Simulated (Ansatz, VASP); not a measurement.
**CdSe: VASP beside Ansatz**

File POSCAR:

```
CdSe
1.0
    4.3000000000      0.0000000000      0.0000000000
   -2.1500000000      3.7239092363      0.0000000000
    0.0000000000      0.0000000000      7.0200000000
Cd Se
2 2
Direct
    0.6666666667      0.3333333333      0.5000000000
    0.3333333333      0.6666666667      0.0000000000
    0.6666666667      0.3333333333      0.8850000000
    0.3333333333      0.6666666667      0.3850000000
```

Contents of INCAR.step1:

```
  PREC = Accurate
  ENCUT = 520
  EDIFF = 1E-5
  ISMEAR = -1
  SIGMA = 0.05
  LREAL = F
  LASPH = T
  NELM = 80
  ALGO = Normal
  ISIF = 2
  LWAVE = T
  GGA = PE
  NBANDS = 26
```

File INCAR.step2:

```
  PREC = Accurate
  ENCUT = 520
  EDIFF = 1E-7
  ISMEAR = -1
  SIGMA = 0.05
  LREAL = F
  LASPH = T
  NELM = 80
  ALGO = Normal
  ISIF = 2
  LWAVE = F
  LCHARG = T
  GGA = PE
  LHFCALC = T
  AEXX = 0.5
  PRECFOCK = Normal
  LELF = T
  LVHAR = T
  ISTART = 1
  NBANDS = 26
```

The input KPOINTS:

```
regular mesh
0
Gamma
  4 4 2
```

File input.yaml:

```yaml
crystal:
  lattice:
    - [4.3, 0.0, 0.0]
    - [-2.15, 3.7239092363, 0.0]
    - [0.0, 0.0, 7.02]
  atoms:
    - { symbol: Cd, position: [0.6666666667, 0.3333333333, 0.5] }
    - { symbol: Cd, position: [0.3333333333, 0.6666666667, 0.0] }
    - { symbol: Se, position: [0.6666666667, 0.3333333333, 0.885] }
    - { symbol: Se, position: [0.3333333333, 0.6666666667, 0.385] }
hamiltonian:
  xc: { exchange: pbe, correlation: pbe, exx: { coeff: 0.5 } }
  pseudopotentials: { kind: paw }
kpoints:
  mp_grid: { grid: [4, 4, 2] }
scf:
  occupations: { method: fermi_dirac, width: 0.05 }
output:
  forces: true
  stress: true
  eigenvalues: true
```

Alike in both runs: task single point; functional PBE-based global hybrid with a share of 0.5 of exact exchange; k mesh 4 × 4 × 2; occupations fermi-dirac, width 0.05 eV; no spin polarisation.

|  | VASP | Ansatz |
| --- | --- | --- |
| version | VASP 6.6.1 | Ansatz 0.2.0 |
| potentials or method | VASP PAW PBE potentials, release 64 (Cd, Se) | Ansatz PAW |
| plane-wave cutoff (eV) | 520 | 420 |
| valence electrons in the cell | 36 | 72 |

Ansatz gave:

| Quantity | Value |
| --- | --- |
| gap on the k mesh at the Fermi level (eV) | 4.05 |
| least direct gap on the mesh (eV) | 4.05 |
| pressure (GPa) | 0.7 |
| traceless stress, the component that is largest in VASP (GPa) | -1.49 |
| rms of the force components (eV/Å) | 0.165 |

Q: Estimate VASP's values.

A: gap on the k mesh at the Fermi level (eV): 4.13; least direct gap on the mesh (eV): 4.13; pressure (GPa): 0.6; traceless stress, the component that is largest in VASP (GPa): -1.51; rms of the force components (eV/Å): 0.168.

VASP's potentials were made for PBE, not for PBE-based global hybrid. Atom by atom the forces differ by 0.003 eV/Å (rms over components). The functional is the same, so the differences come from potentials, cutoffs and numerics. VASP's potentials hold 36 valence electrons a cell and Ansatz's 72, so a difference there can come from the potentials and not from the codes.

The k mesh is coarse, so the values compare programs but aren't converged.
